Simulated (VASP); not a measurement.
# ZnSnN2 (P-4m2) in VASP: notebook

ZnSnN2 is run at these levels: r2SCAN; tasks: single point.

All numbers are computed with VASP 6.6.1; they aren't measurements. Logs are shortened: lines on timing, memory, paths and dates and some standing lists are left out, and cuts for length are marked.

## (1) The cell of the first run

Symmetry: P-4m2, No. 115, tetragonal system. The conventional cell has a = 3.515 Å, b = 3.515 Å, c = 9.122 Å, α = 90.00°, β = 90.00°, γ = 90.00°. Within 2.6 Å of Zn (site symmetry 2mm) lie 4 N at 1.96 to 2.21 Å. Within 2.6 Å of N (site symmetry -4m2) lie 4 Zn at 1.96 Å. Within 2.7 Å of N (site symmetry 2mm) lie 2 Sn at 2.03 Å and 2 Zn at 2.21 Å. N (site symmetry -4m2) has 4 Sn at 2.20 Å within 2.9 Å. Within 2.7 Å of Sn (site symmetry 2mm) lie 4 N at 2.03 to 2.20 Å.

## (2) Single point, r2SCAN (volume changed by +3%)

File POSCAR:

```
ZnSnN2
1.0
    3.5150808391      0.0000000000      0.0000000000
    0.0000000000      3.5150808391      0.0000000000
    0.0000000000      0.0000000000      9.1222242251
Zn N Sn
2 4 2
Direct
    0.5000000000      0.0000000000      0.9044325194
    0.0000000000      0.5000000000      0.0955674806
    0.5000000000      0.5000000000      0.0000000000
    0.0000000000      0.0000000000      0.2432612901
    0.5000000000      0.5000000000      0.5000000000
    0.0000000000      0.0000000000      0.7567387099
    0.5000000000      0.0000000000      0.3552999183
    0.0000000000      0.5000000000      0.6447000817
```

File INCAR.step1:

```
  ALGO = Normal
  EDIFF = 1E-4
  ENCUT = 520
  GGA = PE
  ISMEAR = -1
  LASPH = T
  LCHARG = F
  LREAL = F
  LWAVE = T
  NBANDS = 46
  NELM = 60
  PREC = Accurate
  SIGMA = 0.02
```

File INCAR.step2:

```
  ALGO = Normal
  EDIFF = 1E-6
  ENCUT = 520
  ISIF = 2
  ISMEAR = -1
  ISTART = 1
  LASPH = T
  LCHARG = T
  LELF = T
  LMIXTAU = T
  LREAL = F
  LVHAR = T
  LWAVE = F
  METAGGA = R2SCAN
  NBANDS = 46
  NELM = 60
  PREC = Accurate
  SIGMA = 0.02
```

File KPOINTS:

```
k-points
0
Gamma
  6 6 2
```

Potentials or basis: VASP PAW PBE potentials, release 64 (Zn, N, Sn_d).

On the command line:

```
$ cat potpaw_PBE.64/Zn/POTCAR potpaw_PBE.64/N/POTCAR potpaw_PBE.64/Sn_d/POTCAR > POTCAR
$ cp INCAR.step1 INCAR
$ mpirun -np 1 vasp_std > vasp.out
$ cp INCAR.step2 INCAR
$ mpirun -np 1 vasp_std > vasp.out
```

OUTCAR:

```text
EDIFF = 1E-6
   ENCUT = 520
   ISIF = 2
   ISMEAR = -1
   ISTART = 1
   LASPH = T
   LREAL = F
   METAGGA = R2SCAN
   NELM = 60
   PREC = Accurate

 ion  position               nearest neighbor table
   1  0.500  0.000  0.904-   3 1.96   3 1.96   6 2.21   6 2.21   2 3.04   2 3.04   2 3.04   2 3.04

   2  0.000  0.500  0.096-   3 1.96   3 1.96   4 2.21   4 2.21   1 3.04   1 3.04   1 3.04   1 3.04

   3  0.500  0.500  0.000-   1 1.96   2 1.96   1 1.96   2 1.96
   4  0.000  0.000  0.243-   7 2.03   7 2.03   2 2.21   2 2.21
   5  0.500  0.500  0.500-   7 2.20   8 2.20   7 2.20   8 2.20
   6  0.000  0.000  0.757-   8 2.03   8 2.03   1 2.21   1 2.21
   7  0.500  0.000  0.355-   4 2.03   4 2.03   5 2.20   5 2.20   8 3.63   8 3.63   8 3.63   8 3.63

   8  0.000  0.500  0.645-   6 2.03   6 2.03   5 2.20   5 2.20   7 3.63   7 3.63   7 3.63   7 3.63

  LATTYP: Found a simple tetragonal cell.
 ALAT       =     3.5150808391
 C/A-ratio  =     2.5951676911

  Lattice vectors:

 A1 = (   3.5150808391,   0.0000000000,   0.0000000000)
 A2 = (   0.0000000000,   3.5150808391,   0.0000000000)
 A3 = (   0.0000000000,   0.0000000000,   9.1222242251)

Analysis of symmetry for initial positions (statically):
=====================================================================
 Subroutine PRICEL returns:
 Original cell was already a primitive cell.

 Routine SETGRP: Setting up the symmetry group for a
 simple tetragonal supercell.

 Subroutine GETGRP returns: Found  8 space group operations
 (whereof  8 operations were pure point group operations)
 out of a pool of 16 trial point group operations.

The static configuration has the point symmetry D_2d.

Analysis of symmetry for dynamics (positions and initial velocities):
=====================================================================
 Subroutine PRICEL returns:
 Original cell was already a primitive cell.

 Routine SETGRP: Setting up the symmetry group for a
 simple tetragonal supercell.

 Subroutine GETGRP returns: Found  8 space group operations
 (whereof  8 operations were pure point group operations)
 out of a pool of 16 trial point group operations.

The dynamic configuration has the point symmetry D_2d.

 Subroutine INISYM returns: Found  8 space group operations
 (whereof  8 operations are pure point group operations),
 and found     1 'primitive' translations

----------------------------------------------------------------------------------------

                                     Primitive cell

  volume of cell :     112.7123

  direct lattice vectors                    reciprocal lattice vectors
     3.515080839  0.000000000  0.000000000     0.284488479  0.000000000  0.000000000
     0.000000000  3.515080839  0.000000000     0.000000000  0.284488479  0.000000000
     0.000000000  0.000000000  9.122224225     0.000000000  0.000000000  0.109622388

  length of vectors
     3.515080839  3.515080839  9.122224225     0.284488479  0.284488479  0.109622388

  position of ions in fractional coordinates (direct lattice)
     0.500000000  0.000000000  0.904432519
     0.000000000  0.500000000  0.095567481
     0.500000000  0.500000000  0.000000000
     0.000000000  0.000000000  0.243261290
     0.500000000  0.500000000  0.500000000
     0.000000000  0.000000000  0.756738710
     0.500000000  0.000000000  0.355299918
     0.000000000  0.500000000  0.644700082

  ion indices of the primitive-cell ions
   primitive index   ion index
                 1           1
                 2           2
                 3           3
                 4           4
                 5           5
                 6           6
                 7           7
                 8           8

----------------------------------------------------------------------------------------

 KPOINTS: k-points

Automatic generation of k-mesh.
 Grid dimensions read from file:
 generate k-points for:    6    6    2

 Generating k-lattice:

  Cartesian coordinates                     Fractional coordinates (reciprocal lattice)
     0.047414746  0.000000000  0.000000000     0.166666667  0.000000000  0.000000000
     0.000000000  0.047414746  0.000000000     0.000000000  0.166666667  0.000000000
     0.000000000  0.000000000  0.054811194     0.000000000  0.000000000  0.500000000

  Length of vectors
     0.047414746  0.047414746  0.054811194

  Shift w.r.t. Gamma in fractional coordinates (k-lattice)
     0.000000000  0.000000000  0.000000000

 Subroutine IBZKPT returns following result:
 ===========================================

 Found     20 irreducible k-points:

 Following reciprocal coordinates:
            Coordinates               Weight
  0.000000  0.000000  0.000000      1.000000
  0.166667  0.000000  0.000000      4.000000
  0.333333  0.000000  0.000000      4.000000
  0.500000  0.000000  0.000000      2.000000
  0.166667  0.166667  0.000000      4.000000
  0.333333  0.166667  0.000000      8.000000
[... 12 lines left out ...]
  0.500000  0.333333  0.500000      4.000000
  0.500000  0.500000  0.500000      1.000000
   k-points           NKPTS =     20   k-points in BZ     NKDIM =     20   number of bands    NBANDS=     46
   number of dos      NEDOS =    301   number of ions     NIONS =      8
   total plane-waves  NPLWV =  54880
   dimension x,y,z NGX =    28 NGY =   28 NGZ =   70
   dimension x,y,z NGXF=    56 NGYF=   56 NGZF=  140
   ions per type =               2   4   2
   NGX,Y,Z   is equivalent  to a cutoff of  13.24, 13.24, 12.76 a.u.
   NGXF,Y,Z  is equivalent  to a cutoff of  26.49, 26.49, 25.51 a.u.
 SYSTEM =  unknown system
   PREC   = accura    normal or accurate (medium, high low for compatibility)
   ISTART =      1    job   : 0-new  1-cont  2-samecut
   ICHARG =      0    charge: 1-file 2-atom 10-const
   ISPIN  =      1    spin polarized calculation?
   LNONCOLLINEAR =      F non collinear calculations
   LSORBIT =      F    spin-orbit coupling
   LASPH  =      T    aspherical Exc in radial PAW
   ENCUT  =  520.0 eV  38.22 Ry    6.18 a.u.   6.54  6.54 16.96*2*pi/ulx,y,z
   NELM   =     60;   NELMIN=  2; NELMDL=  0     # of ELM steps
   EDIFF  = 0.1E-05   stopping-criterion for ELM
   LREAL  =      F    real-space projection
   EDIFFG = 0.1E-04   stopping-criterion for IOM
   NSW    =      0    number of steps for IOM
   IBRION =     -1    ionic relax: 0-MD 1-quasi-New 2-CG
   NFREE  =      0    steps in history (QN), initial steepest desc. (CG)
   ISIF   =      2    stress and relaxation
   ISYM   =      2    0-nonsym 1-usesym 2-fastsym
   POTIM  = 0.5000    time-step for ionic-motion
   TEBEG  =    0.0;   TEEND  =   0.0 temperature during run
   PSTRESS=    0.0 pullay stress
   NELECT =      72.0000    total number of electrons
   NUPDOWN=      -1.0000    fix difference up-down
   EMIN   =  10.00;   EMAX   =-10.00  energy-range for DOS
   EFERMI =   0.00;   METHOD = LEGACY
   ISMEAR =    -1;   SIGMA  =   0.02  broadening in eV -4-tet -1-fermi 0-gaus
   EFERMI_NEDOS =   21; number of points for ismear=-14 and -15
   IALGO  =     38    algorithm
   IMIX   =      4    mixing-type and parameters
     AMIX     =   0.40;   BMIX     =  1.00
     AMIX_MAG =   1.60;   BMIX_MAG =  1.00
  volume/ion in A,a.u.               =      14.09        95.08
  Fermi-wavevector in a.u.,A,eV,Ry     =   1.409922  2.664367 27.046765  1.987881
  Thomas-Fermi vector in A             =   2.531929
   LORBIT       =      0    0 simple, 1 ext, 2 COOP (PROOUT), +10 PAW based schemes
   METAGGA = R2SCAN    functional components
   LHFCALC =     F    Hartree Fock is set to
   AEXX    =    0.0000 exact exchange contribution
   IVDW    =     0    specifies the selected vdW correction
   LEPSILON=     F    determine dielectric tensor
   LRPA    =     F    only Hartree local field effects (RPA)
 non-spin polarized calculation
  energy-cutoff  :      520.00
  volume of cell :      112.71
 maximum number of plane-waves:      3058
 NGX is ok and might be reduce to    28
   NGX = 13   NGY = 13   NGZ = 33

 number of electron      72.0000052 magnetization

 Free energy of the ion-electron system (eV)
  ---------------------------------------------------
  ext. energy  EPLUGINS =         0.00000000
  ---------------------------------------------------
  free energy    TOTEN  =      -103.05838892 eV

  energy without entropy =     -103.05636846  energy(sigma->0) =     -103.05737869

 E-fermi :   5.4279     XC(G=0): -11.6454

 val. band max:        5.3918373668   @ k =   0.5000   0.0000   0.0000
 cond. band min:       6.1560599310   @ k =   0.1667   0.0000   0.0000
 fundamental gap:      0.7642225642
 Fermi energy:         5.4279082155

 k-point     1 :       0.0000    0.0000    0.0000
  band No.  band energies     occupation
      1     -17.6478      2.00000
      2     -17.5600      2.00000
      3     -17.3914      2.00000
      4     -17.3914      2.00000
      5     -17.3327      2.00000
      6     -17.3151      2.00000
[... 38 lines left out ...]
     45      13.1272      0.00000
     46      14.5489      0.00000

 k-point     2 :       0.1667    0.0000    0.0000
  band No.  band energies     occupation
      1     -17.6193      2.00000
      2     -17.5365      2.00000
      3     -17.4189      2.00000
      4     -17.3869      2.00000
      5     -17.3580      2.00000
      6     -17.3186      2.00000
[... 38 lines left out ...]
     45      13.1430      0.00000
     46      13.5614      0.00000

 k-point     3 :       0.3333    0.0000    0.0000
  band No.  band energies     occupation
      1     -17.5718      2.00000
      2     -17.5037      2.00000
      3     -17.4699      2.00000
      4     -17.4037      2.00000
      5     -17.3766      2.00000
      6     -17.3271      2.00000
[... 822 lines left out ...]
     45      13.4804      0.00000
     46      13.9827      0.00000

 k-point    20 :       0.5000    0.5000    0.5000
  band No.  band energies     occupation
      1     -17.6411      2.00000
      2     -17.5141      2.00000
      3     -17.4560      2.00000
      4     -17.3470      2.00000
      5     -17.3019      2.00000
      6     -17.3019      2.00000
[... 38 lines left out ...]
     45      14.2070      0.00000
     46      14.2070      0.00000

------------------------ aborting loop because EDIFF is reached ----------------------------------------

  FORCE on cell =-STRESS in cart. coord.  units (eV):
  Direction    XX          YY          ZZ          XY          YZ          ZX
  --------------------------------------------------------------------------------------
  -------------------------------------------------------------------------------------
  Total       -2.7529450     -2.7529450     -2.0702193      0.0000000      0.0000000      0.0000000
  in kB      -39.1324233    -39.1324233    -29.4276484      0.0000000      0.0000000      0.0000000
  external PRESSURE =     -35.8974984 kB  Pullay stress =       0.0000000 kB

 VOLUME and BASIS-vectors are now :
 -----------------------------------------------------------------------------
  energy-cutoff  :      520.00
  volume of cell :      112.71
      direct lattice vectors                 reciprocal lattice vectors
     3.515080839  0.000000000  0.000000000     0.284488479  0.000000000  0.000000000
     0.000000000  3.515080839  0.000000000     0.000000000  0.284488479  0.000000000
     0.000000000  0.000000000  9.122224225     0.000000000  0.000000000  0.109622388

 POSITION                                       TOTAL-FORCE (eV/Angst)
 -----------------------------------------------------------------------------------
      1.75754      0.00000      8.25044        -0.000000      0.000000      0.021191
      0.00000      1.75754      0.87179         0.000000      0.000000     -0.021191
      1.75754      1.75754      0.00000        -0.000000      0.000000      0.000000
      0.00000      0.00000      2.21908         0.000000      0.000000      0.102040
      1.75754      1.75754      4.56111         0.000000     -0.000000      0.000000
      0.00000      0.00000      6.90314         0.000000      0.000000     -0.102040
      1.75754      0.00000      3.24113         0.000000      0.000000     -0.024277
      0.00000      1.75754      5.88110         0.000000      0.000000      0.024277
 -----------------------------------------------------------------------------------
    total drift:                                0.000000     -0.000000      0.000000

  FREE ENERGIE OF THE ION-ELECTRON SYSTEM (eV)
  ---------------------------------------------------
  free  energy   TOTEN  =      -103.0583889217 eV

  energy  without entropy=     -103.0563684586  energy(sigma->0) =     -103.05737869
```

It took 6.2 min on 1 thread of Intel Xeon 6975P-C, shared host; peak memory 0.29 GiB.

What came out:

```
Free energy            : -103.0584 eV
Pressure               : -3.6 GPa
Largest force          : 0.102 eV/Å
Band gap on the k mesh : zero (band 36 reaches 5.39 eV, above the bottom of band 37 at 5.28 eV)
```

Forces in eV/Å, atoms in the order of the input:
```
Zn   0.000  0.000  0.021
Zn   0.000  0.000 -0.021
N    0.000  0.000  0.000
N    0.000  0.000  0.102
N    0.000  0.000  0.000
N    0.000  0.000 -0.102
Sn   0.000  0.000 -0.024
Sn   0.000  0.000  0.024
```

Caveat: the PAW data sets were made with another functional, which shifts forces and pressure a little; spin-orbit coupling is left out, which moves the levels of the heavy elements.

## (3) Single point, r2SCAN (volume changed by +6%)

Changes to POSCAR since step 2:

```diff
@@ -2,5 +2,5 @@
 1.0
-    3.5150808391      0.0000000000      0.0000000000
-    0.0000000000      3.5150808391      0.0000000000
-    0.0000000000      0.0000000000      9.1222242251
+    3.5488817669      0.0000000000      0.0000000000
+    0.0000000000      3.5488817669      0.0000000000
+    0.0000000000      0.0000000000      9.2099433007
 Zn N Sn
```

File INCAR.step1:

```
PREC = Accurate
ENCUT = 520
ISMEAR = -1
SIGMA = 0.02
LREAL = F
LASPH = T
NELM = 80
NBANDS = 46
GGA = PE
ALGO = Normal
EDIFF = 1E-4
LWAVE = T
LCHARG = F
```

File INCAR.step2:

```
PREC = Accurate
ENCUT = 520
EDIFF = 1E-6
ISMEAR = -1
SIGMA = 0.02
LREAL = F
LASPH = T
NELM = 80
ALGO = Normal
ISIF = 2
LWAVE = F
LCHARG = F
METAGGA = R2SCAN
LMIXTAU = T
NBANDS = 46
ISTART = 1
```

File KPOINTS:

```
Automatic mesh
0
Gamma
  6 6 2
```

Potentials or basis: VASP PAW PBE potentials, release 64 (Zn, N, Sn_d).

On the command line:

```
$ cat potpaw_PBE.64/Zn/POTCAR potpaw_PBE.64/N/POTCAR potpaw_PBE.64/Sn_d/POTCAR > POTCAR
$ cp INCAR.step1 INCAR
$ mpirun -np 1 vasp_std > vasp.out
$ cp INCAR.step2 INCAR
$ mpirun -np 1 vasp_std > vasp.out
```

Wall time 5.8 min (1 thread of Intel Xeon 6975P-C, shared host); peak memory 0.29 GiB.

The run converged. Its results:

* Free energy: -102.9496 eV
* Pressure: -7.2 GPa
* Largest force: 0.209 eV/Å
* Band gap on the k mesh: zero (band 36 reaches 5.05 eV, above the bottom of band 37 at 4.95 eV)

Forces on the atoms (eV/Å):
```
Zn   0.000  0.000  0.059
Zn   0.000  0.000 -0.059
N    0.000  0.000  0.000
N    0.000  0.000  0.209
N    0.000  0.000  0.000
N    0.000  0.000 -0.209
Sn   0.000  0.000 -0.038
Sn   0.000  0.000  0.038
```

Stress tensor (GPa, compression positive):
```
-7.82  0.00  0.00
 0.00 -7.82  0.00
 0.00  0.00 -5.90
```

Levels at points of the mesh, in eV from the Fermi level:
| k point | band 32 | band 33 | band 34 | band 35 | band 36 | band 37 | band 38 | band 39 | band 40 | band 41 |
| --- | --- | --- | --- | --- | --- | --- | --- | --- | --- | --- |
| (0.00, 0.00, 0.00) | -1.77 | -1.77 | -0.61 | -0.23 | -0.14 | -0.14 | 1.48 | 2.25 | 4.02 | 4.15 |
| (0.50, 0.00, 0.00) | -3.19 | -1.27 | -1.19 | -0.28 | -0.04 | 1.45 | 1.65 | 4.40 | 5.02 | 5.36 |
| (0.50, 0.50, 0.00) | -3.90 | -2.81 | -1.66 | -1.66 | -1.54 | 1.76 | 2.26 | 3.90 | 3.90 | 4.72 |
| (0.00, 0.00, 0.50) | -1.79 | -1.62 | -1.62 | -0.20 | -0.20 | 1.12 | 1.22 | 1.85 | 3.73 | 4.08 |
| (0.50, 0.00, 0.50) | -2.38 | -1.80 | -1.27 | -0.56 | -0.04 | 1.67 | 1.90 | 4.30 | 5.16 | 5.16 |
| (0.50, 0.50, 0.50) | -3.46 | -3.30 | -1.72 | -1.72 | -1.70 | 2.36 | 2.78 | 3.96 | 3.96 | 3.98 |

Caveat: the PAW data sets were made with another functional, which shifts forces and pressure a little; spin-orbit coupling is left out, which moves the levels of the heavy elements.
